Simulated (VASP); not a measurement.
# Ta: single point with PBEsol

Crystal: Ta.

```
Ta
1.0
     4.80633    0.00000    0.00000
    -2.40317    4.16241    0.00000
     0.00000    0.00000    2.69889
Ta
3
Cartesian
  -2.4032 4.1624 0.0000
  0.0000 2.7749 1.3494
  2.4032 1.3875 1.3494
```

- Program: VASP 6.6.1
- Task: single point
- Functional: PBEsol
- Potentials or basis: VASP PAW PBE potentials, release 64 (Ta_pv)
- Cutoff: 520 eV
- k mesh: 10 × 10 × 15
- Occupations: fermi-dirac, width 0.1 eV
- Spin: no spin polarisation

```yaml
Pressure: 0.2 GPa
```

Stress tensor (GPa, compression positive):
```
0.26 0.00 0.00
0.00 0.26 0.00
0.00 0.00 0.03
```

Levels at points of the mesh, in eV from the Fermi level:
```tsv
k point	band 15	band 16	band 17	band 18	band 19	band 20
(0.00, 0.00, 0.00)	-1.45	-1.45	-0.72	0.99	0.99	3.33
(0.50, 0.00, 0.00)	-1.63	-1.00	-0.69	0.90	2.14	3.57
```

Wall time 42 s on 1 thread of Intel(R) Xeon(R) 6975P-C (Granite Rapids) (shared host), peak memory 0.24 GiB.

Caveat: the PAW data sets were made with another functional, which shifts forces and pressure a little; spin-orbit coupling is left out, which moves the levels of the heavy elements.
